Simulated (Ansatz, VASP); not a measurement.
## Two plane-wave programs on ZrCu5

```
CELL_PARAMETERS angstrom
0.00000 3.35609 3.35609
3.35609 0.00000 3.35609
3.35609 3.35609 0.00000
ATOMIC_POSITIONS crystal
Zr 0.00000 0.00000 0.00000
Cu 0.25000 0.25000 0.25000
Cu 0.62417 0.62417 0.62417
Cu 0.12750 0.62417 0.62417
Cu 0.62417 0.62417 0.12750
Cu 0.62417 0.12750 0.62417
```

Alike in both runs: functional LDA; k mesh 10 × 10 × 10; occupations gaussian, width 0.1 eV; no spin polarisation.

Ansatz relaxed the structure, and its values are those at the end. VASP's run is a single point on that final structure, the one shown.

```csv
,VASP,Ansatz
version,VASP 6.6.1,Ansatz 0.2.0
potentials or method,"VASP PAW LDA potentials, release 64 (Zr_sv, Cu), cutoff 520 eV","scalar-relativistic, plane waves, PAW"
valence electrons in the cell,67,107
```

|  | VASP | Ansatz | Ansatz less VASP |
| --- | --- | --- | --- |
| gap on the k mesh at the Fermi level (eV) | none | none | - |
| pressure (GPa) | 0.8 | 0.0 | -0.84 |
| rms of the force components (eV/Å) | 0.004 | 0.003 | -0.0002 |

LDA's correlation is that of Perdew and Zunger in VASP and of Perdew and Wang (1992) in Ansatz. A gap of «none» marks a metal or a gap that the smearing closes. VASP's potentials hold 67 valence electrons a cell and Ansatz's 107, so a difference there can come from the potentials and not from the codes.
